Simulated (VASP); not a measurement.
# Y (Im-3m) in VASP: notebook, part 2 of 2

VASP 6.6.1. Earlier steps stand in the parts before.

## Step 3: Relaxation of cell and atoms, r2SCAN

This run uses another cell than the first one, of 32.97 Å³/atom.

Contents of POSCAR:

```
Y
1.0
   -2.0200000000      2.0200000000      2.0200000000
    2.0200000000     -2.0200000000      2.0200000000
    2.0200000000      2.0200000000     -2.0200000000
Y
1
Direct
    0.0000000000      0.0000000000      0.0000000000
```

Contents of INCAR.step1:

```
SYSTEM = Y
PREC = Accurate
ENCUT = 550
ISMEAR = 0
SIGMA = 0.05
LREAL = .False.
LASPH = .True.
NELM = 120
GGA = PE
ALGO = Normal
EDIFF = 1E-5
LWAVE = .True.
LCHARG = .False.
GGA_COMPAT = .False.
IBRION = 2
ISIF = 3
EDIFFG = -0.005
NELMIN = 4
NSW = 100
```

Contents of INCAR.step2:

```
SYSTEM = Y
PREC = Accurate
ENCUT = 550
EDIFF = 1E-7
ISMEAR = 0
SIGMA = 0.05
LREAL = .False.
LASPH = .True.
NELM = 120
ALGO = Normal
ISIF = 3
LWAVE = .False.
LCHARG = .False.
METAGGA = R2SCAN
LMIXTAU = .True.
IBRION = 2
NSW = 80
EDIFFG = -0.03
ISTART = 1
GGA_COMPAT = .False.
NELMIN = 4
```

Contents of KPOINTS:

```
regular mesh
0
Gamma
  15 15 15
  0 0 0
```

Potentials or basis: VASP PAW PBE potentials, release 64 (Y_sv).

Launch:

```bash
> cat potpaw_PBE.64/Y_sv/POTCAR > POTCAR
> cp INCAR.step1 INCAR
> mpirun -np 1 vasp_std > vasp.out
> cp INCAR.step2 INCAR
> mpirun -np 1 vasp_std > vasp.out
```

OUTCAR:

```text
SYSTEM = Y
   PREC = Accurate
   ENCUT = 550
   EDIFF = 1E-7
   ISMEAR = 0
   LREAL = .False.
   LASPH = .True.
   NELM = 120
   ISIF = 3
   METAGGA = R2SCAN
   IBRION = 2
   NSW = 80
   EDIFFG = -0.03
   ISTART = 1
   NELMIN = 4

 ion  position               nearest neighbor table
   1  0.000  0.000  0.000-

  LATTYP: Found a body centered cubic cell.
 ALAT       =     4.0400000000

  Lattice vectors:

 A1 = (  -2.0200000000,   2.0200000000,   2.0200000000)
 A2 = (   2.0200000000,  -2.0200000000,   2.0200000000)
 A3 = (   2.0200000000,   2.0200000000,  -2.0200000000)

Analysis of symmetry for initial positions (statically):
=====================================================================
 Subroutine PRICEL returns:
 Original cell was already a primitive cell.

 Routine SETGRP: Setting up the symmetry group for a
 body centered cubic supercell.

 Subroutine GETGRP returns: Found 48 space group operations
 (whereof 48 operations were pure point group operations)
 out of a pool of 48 trial point group operations.

The static configuration has the point symmetry O_h .

Analysis of symmetry for dynamics (positions and initial velocities):
=====================================================================
 Subroutine PRICEL returns:
 Original cell was already a primitive cell.

 Routine SETGRP: Setting up the symmetry group for a
 body centered cubic supercell.

 Subroutine GETGRP returns: Found 48 space group operations
 (whereof 48 operations were pure point group operations)
 out of a pool of 48 trial point group operations.

The dynamic configuration has the point symmetry O_h .

 Subroutine INISYM returns: Found 48 space group operations
 (whereof 48 operations are pure point group operations),
 and found     1 'primitive' translations

----------------------------------------------------------------------------------------

                                     Primitive cell

  volume of cell :      32.9696

  direct lattice vectors                    reciprocal lattice vectors
    -2.020000000  2.020000000  2.020000000     0.000000000  0.247524752  0.247524752
     2.020000000 -2.020000000  2.020000000     0.247524752  0.000000000  0.247524752
     2.020000000  2.020000000 -2.020000000     0.247524752  0.247524752  0.000000000

  length of vectors
     3.498742631  3.498742631  3.498742631     0.350052862  0.350052862  0.350052862

  position of ions in fractional coordinates (direct lattice)
     0.000000000  0.000000000  0.000000000

  ion indices of the primitive-cell ions
   primitive index   ion index
                 1           1

----------------------------------------------------------------------------------------

 KPOINTS: regular mesh

Automatic generation of k-mesh.
 Grid dimensions read from file:
 generate k-points for:   15   15   15

 Generating k-lattice:

  Cartesian coordinates                     Fractional coordinates (reciprocal lattice)
     0.000000000  0.016501650  0.016501650     0.066666667  0.000000000  0.000000000
     0.016501650  0.000000000  0.016501650     0.000000000  0.066666667  0.000000000
     0.016501650  0.016501650  0.000000000     0.000000000  0.000000000  0.066666667

  Length of vectors
     0.023336857  0.023336857  0.023336857

  Shift w.r.t. Gamma in fractional coordinates (k-lattice)
     0.000000000  0.000000000  0.000000000

 Subroutine IBZKPT returns following result:
 ===========================================

 Found    120 irreducible k-points:

 Following reciprocal coordinates:
            Coordinates               Weight
  0.000000  0.000000  0.000000      1.000000
  0.066667  0.000000  0.000000     12.000000
  0.133333  0.000000  0.000000     12.000000
  0.200000  0.000000  0.000000     12.000000
  0.266667  0.000000  0.000000     12.000000
  0.333333  0.000000  0.000000     12.000000
[... 16 lines left out ...]
  0.333333  0.200000 -0.000000     48.000000
  0.400000  0.200000  0.000000     24.000000
 [... further k-points ...]
   k-points           NKPTS =    120   k-points in BZ     NKDIM =    120   number of bands    NBANDS=      9
   number of dos      NEDOS =    301   number of ions     NIONS =      1
   total plane-waves  NPLWV =  21952
   dimension x,y,z NGX =    28 NGY =   28 NGZ =   28
   dimension x,y,z NGXF=    56 NGYF=   56 NGZF=   56
   ions per type =               1
   NGX,Y,Z   is equivalent  to a cutoff of  13.30, 13.30, 13.30 a.u.
   NGXF,Y,Z  is equivalent  to a cutoff of  26.61, 26.61, 26.61 a.u.
 SYSTEM =  Y
   PREC   = accura    normal or accurate (medium, high low for compatibility)
   ISTART =      1    job   : 0-new  1-cont  2-samecut
   ICHARG =      0    charge: 1-file 2-atom 10-const
   ISPIN  =      1    spin polarized calculation?
   LNONCOLLINEAR =      F non collinear calculations
   LSORBIT =      F    spin-orbit coupling
   LASPH  =      T    aspherical Exc in radial PAW
   ENCUT  =  550.0 eV  40.42 Ry    6.36 a.u.   6.69  6.69  6.69*2*pi/ulx,y,z
   NELM   =    120;   NELMIN=  4; NELMDL=  0     # of ELM steps
   EDIFF  = 0.1E-06   stopping-criterion for ELM
   LREAL  =      F    real-space projection
   EDIFFG = -.3E-01   stopping-criterion for IOM
   NSW    =     80    number of steps for IOM
   IBRION =      2    ionic relax: 0-MD 1-quasi-New 2-CG
   NFREE  =      1    steps in history (QN), initial steepest desc. (CG)
   ISIF   =      3    stress and relaxation
   ISYM   =      2    0-nonsym 1-usesym 2-fastsym
   POTIM  = 0.5000    time-step for ionic-motion
   TEBEG  =    0.0;   TEEND  =   0.0 temperature during run
   PSTRESS=    0.0 pullay stress
   NELECT =      11.0000    total number of electrons
   NUPDOWN=      -1.0000    fix difference up-down
   EMIN   =  10.00;   EMAX   =-10.00  energy-range for DOS
   EFERMI =   0.00;   METHOD = LEGACY
   ISMEAR =     0;   SIGMA  =   0.05  broadening in eV -4-tet -1-fermi 0-gaus
   EFERMI_NEDOS =   21; number of points for ismear=-14 and -15
   IALGO  =     38    algorithm
   IMIX   =      4    mixing-type and parameters
     AMIX     =   0.40;   BMIX     =  1.00
     AMIX_MAG =   1.60;   BMIX_MAG =  1.00
  volume/ion in A,a.u.               =      32.97       222.49
  Fermi-wavevector in a.u.,A,eV,Ry     =   1.135449  2.145688 17.541240  1.289245
  Thomas-Fermi vector in A             =   2.272154
   LORBIT       =      0    0 simple, 1 ext, 2 COOP (PROOUT), +10 PAW based schemes
   METAGGA = R2SCAN    functional components
   LHFCALC =     F    Hartree Fock is set to
   AEXX    =    0.0000 exact exchange contribution
   IVDW    =     0    specifies the selected vdW correction
   LEPSILON=     F    determine dielectric tensor
   LRPA    =     F    only Hartree local field effects (RPA)
 conjugate gradient relaxation of ions
 non-spin polarized calculation
 Gauss-broadening in eV      SIGMA  =   0.05
  energy-cutoff  :      550.00
  volume of cell :       32.97
 maximum number of plane-waves:       979
   NGX = 13   NGY = 13   NGZ = 13

--------------------------------------- Ionic step        1  -------------------------------------------

 number of electron      11.0000001 magnetization

 Free energy of the ion-electron system (eV)
  ---------------------------------------------------
  ext. energy  EPLUGINS =         0.00000000
  ---------------------------------------------------
  free energy    TOTEN  =       -20.17159978 eV

  energy without entropy =      -20.16828850  energy(sigma->0) =      -20.16994414

 E-fermi :   3.1827     XC(G=0): -10.0443

 val. band max:        3.1679972428   @ k =   0.2667   0.2000   0.1333
 cond. band min:       3.1836561527   @ k =   0.3333   0.2000   0.1333
 fundamental gap:      0.0156589099
 Fermi energy:         3.1826507325

 k-point     1 :       0.0000    0.0000    0.0000
  band No.  band energies     occupation
      1     -41.2326      2.00000
      2     -20.2691      2.00000
      3     -20.2691      2.00000
      4     -20.2691      2.00000
      5      -1.8646      2.00000
      6       5.1523      0.00000
      7       5.1523      0.00000
      8       5.1523      0.00000
      9       6.9913      0.00000
[... 343 lines left out ...]
  energy  without entropy=      -20.1702933596  energy(sigma->0) =      -20.17191229

--------------------------------------- Ionic step        3  -------------------------------------------

 number of electron      10.9999999 magnetization

 Free energy of the ion-electron system (eV)
  ---------------------------------------------------
  ext. energy  EPLUGINS =         0.00000000
  ---------------------------------------------------
  free energy    TOTEN  =       -20.17359157 eV

  energy without entropy =      -20.17034111  energy(sigma->0) =      -20.17196634

 E-fermi :   3.0694     XC(G=0):  -9.9526

 val. band max:        3.0615406016   @ k =   0.2667   0.2000  -0.0000
 cond. band min:       3.0829689994   @ k =   0.2667   0.1333   0.1333
 fundamental gap:      0.0214283978
 Fermi energy:         3.0694462704

 k-point     1 :       0.0000    0.0000    0.0000
  band No.  band energies     occupation
      1     -41.4037      2.00000
      2     -20.4538      2.00000
      3     -20.4538      2.00000
      4     -20.4538      2.00000
      5      -1.9397      2.00000
      6       5.0133      0.00000
      7       5.0133      0.00000
      8       5.0133      0.00000
      9       6.8126      0.00000
[... 304 lines left out ...]
  FREE ENERGIE OF THE ION-ELECTRON SYSTEM (eV)
  ---------------------------------------------------
  free  energy   TOTEN  =       -20.1735915703 eV

  energy  without entropy=      -20.1703411143  energy(sigma->0) =      -20.17196634

 reached required accuracy - stopping structural energy minimisation
```

Run time: 4.9 min. Hardware: 1 thread of Intel Xeon Platinum 8559C (Emerald Rapids), shared host; peak memory 0.22 GiB.

What came out:

- Free energy: -20.1736 eV
- Relaxed volume: 33.71 Å³/atom
- Relaxed cell: a = 3.525 Å, b = 3.525 Å, c = 3.525 Å, α = 109.47°, β = 109.47°, γ = 109.47°
- Space group after relaxing (to 0.1 Å): Im-3m (No. 229)
- Energy gained by relaxing: 2.0 meV/atom
- Ionic steps: 3
- Pressure after relaxing: 0.0 GPa
- Band gap on the k mesh: zero (an odd number of electrons rules out a gap without spin polarisation)

Step by step:
```
step  energy change (eV)  largest force (eV/Å)  pressure (GPa)  volume (Å³)
   1              0.0000                0.0000            0.88        32.97
   2             -0.0019                0.0000           -0.14        33.84
   3             -0.0020                0.0000            0.00        33.71
```

Final structure:
```
CELL_PARAMETERS angstrom
-2.03498 2.03498 2.03498
2.03498 -2.03498 2.03498
2.03498 2.03498 -2.03498
ATOMIC_POSITIONS crystal
Y 0.00000 0.00000 0.00000
```

Levels at points of the mesh, in eV from the Fermi level:
| k point | band 2 | band 3 | band 4 | band 5 | band 6 | band 7 | band 8 | band 9 |
| --- | --- | --- | --- | --- | --- | --- | --- | --- |
| (0.00, 0.00, 0.00) | -23.52 | -23.52 | -23.52 | -5.01 | 1.94 | 1.94 | 1.94 | 3.74 |

Caveat: the PAW data sets were made with another functional, which shifts forces and pressure a little.

The gap in the log of VASP goes by the Fermi energy; the results here count the filled bands.